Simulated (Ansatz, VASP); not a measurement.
**One calculation of SiO2, two programs**

```xyz
6
Lattice="-2.5762 2.5762 3.8739 2.5762 -2.5762 3.8739 2.5762 2.5762 -3.8739" Properties=species:S:1:pos:R:3 pbc="T T T"
Si    0.0000    0.0000    0.0000
Si    0.0000    2.5762    1.9369
O     1.2881    3.0503    2.9054
O     0.4741    1.2881    0.9685
O    -1.2881    2.1021    2.9054
O    -0.4741    3.8643    0.9685
```

Change from the starting cell: strain +0.025 along x and y, +0.050 along z, atoms carried along.

Alike in both runs: task single point; functional PBE; k mesh 6 × 6 × 6; occupations gaussian, width 0.05 eV; no spin polarisation.

```csv
,VASP,Ansatz
version,VASP 6.6.1,Ansatz 0.2.0
potentials or method,"VASP PAW PBE potentials, release 64 (Si, O), cutoff 520 eV","scalar-relativistic, plane waves, PAW"
valence electrons in the cell,32,32
```

Ansatz gave:

```
gap on the k mesh at the Fermi level (eV)                     : 5.02
least direct gap on the mesh (eV)                             : 5.02
pressure (GPa)                                                : -12.2
traceless stress, the component that is largest in VASP (GPa) : -1.08
rms of the force components (eV/Å)                            : 0.375
```

Problem. Which values does VASP return?

Solution. gap on the k mesh at the Fermi level (eV): 5.01; least direct gap on the mesh (eV): 5.01; pressure (GPa): -12.2; traceless stress, the component that is largest in VASP (GPa): -1.06; rms of the force components (eV/Å): 0.378.

Atom by atom the forces differ by 0.003 eV/Å (rms over components). With one functional, cell and mesh, what is left measures potentials, basis and numerics.
